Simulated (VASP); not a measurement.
Wanted: the native input for a VASP 6.6.1 run.

| Item | Value |
| --- | --- |
| Task | single point |
| Functional | r2SCAN |
| Potentials or basis | VASP PAW PBE potentials, release 64 (Sn_d, O) |
| Cutoff | 520 eV |
| k mesh | 6 × 6 × 8 |
| Occupations | gaussian, width 0.02 eV |
| Spin | no spin polarisation |
| Dipole correction | no |
| Further INCAR settings | ALGO = Normal; EDIFF = 1e-06; NBANDS = 35 |

The system is SnO2.

```xyz
6
Lattice="4.7592 0.0000 0.0000 0.0000 4.7592 0.0000 0.0000 0.0000 3.2013" Properties=species:S:1:pos:R:3 pbc="T T T"
Sn    2.3796    2.3796    1.6006
Sn    0.0000    0.0000    0.0000
O     0.9236    3.8356    1.6006
O     3.8356    0.9236    1.6006
O     1.4560    1.4560    0.0000
O     3.3032    3.3032    0.0000
```

The input as run:

POSCAR

```
SnO2
1.0
    4.7592005652      0.0000000000      0.0000000000
    0.0000000000      4.7592005652      0.0000000000
    0.0000000000      0.0000000000      3.2012699637
Sn O
2 4
Direct
    0.5000000000      0.5000000000      0.5000000000
    0.0000000000      0.0000000000      0.0000000000
    0.1940616415      0.8059383585      0.5000000000
    0.8059383585      0.1940616415      0.5000000000
    0.3059383585      0.3059383585      0.0000000000
    0.6940616415      0.6940616415      0.0000000000
```

INCAR.step1

```
SYSTEM = SnO2
  PREC = Accurate
  ENCUT = 520
  ISMEAR = 0
  SIGMA = 0.02
  LREAL = .FALSE.
  LASPH = .TRUE.
  NELM = 80
  NBANDS = 35
  GGA = PE
  ALGO = Normal
  EDIFF = 1E-4
  LWAVE = .TRUE.
  LCHARG = .FALSE.
```

INCAR.step2

```
SYSTEM = SnO2
  PREC = Accurate
  ENCUT = 520
  EDIFF = 1E-6
  ISMEAR = 0
  SIGMA = 0.02
  LREAL = .FALSE.
  LASPH = .TRUE.
  NELM = 80
  ALGO = Normal
  ISIF = 2
  LWAVE = .FALSE.
  LCHARG = .TRUE.
  METAGGA = R2SCAN
  LMIXTAU = .TRUE.
  LELF = .TRUE.
  LVHAR = .TRUE.
  NBANDS = 35
  ISTART = 1
```

KPOINTS

```
regular mesh
0
G
  6 6 8
  0 0 0
```

Potentials or basis: VASP PAW PBE potentials, release 64 (Sn_d, O).

The run is started by

```bash
$ cat potpaw_PBE.64/Sn_d/POTCAR potpaw_PBE.64/O/POTCAR > POTCAR
$ cp INCAR.step1 INCAR
$ mpirun -np 1 vasp_std > vasp.out
$ cp INCAR.step2 INCAR
$ mpirun -np 1 vasp_std > vasp.out
```

Results of the run:

- Pressure: 1.1 GPa
- Largest force: 0.032 eV/Å
- Band gap on the k mesh: 1.80 eV, direct

Caveat: the PAW data sets were made with another functional, which shifts forces and pressure a little; spin-orbit coupling is left out, which moves the levels of the heavy elements.

It took 5.9 min on 1 thread of Intel Xeon 8259CL, on a shared host, peak memory 0.24 GiB.
